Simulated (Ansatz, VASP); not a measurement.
## Ga in VASP and in Ansatz

```
CELL_PARAMETERS angstrom
1.38347 -2.44295 0.00000
1.38347 2.44295 0.00000
0.00000 0.00000 2.90828
ATOMIC_POSITIONS crystal
Ga 0.50000 0.50000 0.00000
```

Alike in both runs: functional PBE; k mesh 8 × 8 × 6; occupations gaussian, width 0.1 eV; no spin polarisation.

Ansatz relaxed the structure, and its values are those at the end. VASP's run is a single point on that final structure, the one shown.

```csv
,VASP,Ansatz
version,VASP 6.6.1,Ansatz 0.2.0
potentials or method,"VASP PAW PBE potentials, release 64 (Ga_d), cutoff 520 eV","scalar-relativistic, plane waves, PAW"
valence electrons in the cell,13,13
```

|  | VASP | Ansatz | Ansatz less VASP |
| --- | --- | --- | --- |
| gap on the k mesh at the Fermi level (eV) | none | none | - |
| pressure (GPa) | 0.2 | 0.2 | -0.04 |

A gap of «none» marks a metal or a gap that the smearing closes.

The k mesh is coarse, so the values compare programs but aren't converged.
